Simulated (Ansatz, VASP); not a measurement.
TaN in VASP and in Ansatz

```
Ta N
1.0
     5.25727    0.00000    0.00000
    -2.62863    4.55293    0.00000
     0.00000    0.00000    2.92511
Ta N
3 3
Direct
  0.00000 0.00000 0.00000
  0.33333 0.66667 0.50000
  0.66667 0.33333 0.50000
  0.50000 0.00000 0.00000
  0.50000 0.50000 0.00000
  0.00000 0.50000 0.00000
```

Alike in both runs: task relaxation of cell and atoms; functional PBE; k mesh 12 × 12 × 12; occupations gaussian, width 0.1 eV; no spin polarisation.

|  | VASP | Ansatz |
| --- | --- | --- |
| version | VASP 6.6.1 | Ansatz 0.2.0 |
| potentials or method | VASP PAW PBE potentials, release 64 (Ta_pv, N), cutoff 600 eV | scalar-relativistic, plane waves, PAW |
| valence electrons in the cell | 48 | 54 |

VASP gave:

| Quantity | Value |
| --- | --- |
| gap on the k mesh at the Fermi level, each at its own relaxed structure (eV) | none |
| relaxed volume (Å³/atom) | 11.71 |
| relaxed cell length with the largest relative difference (Å) | 5.267 |

Task: Estimate Ansatz's values.

Result: gap on the k mesh at the Fermi level, each at its own relaxed structure (eV): none; relaxed volume (Å³/atom): 11.68; relaxed cell length with the largest relative difference (Å): 5.264.

A gap of «none» marks a metal or a gap that the smearing closes. VASP's potentials hold 48 valence electrons a cell and Ansatz's 54, so a difference there can come from the potentials and not from the codes.

Neither program's run includes spin-orbit coupling.
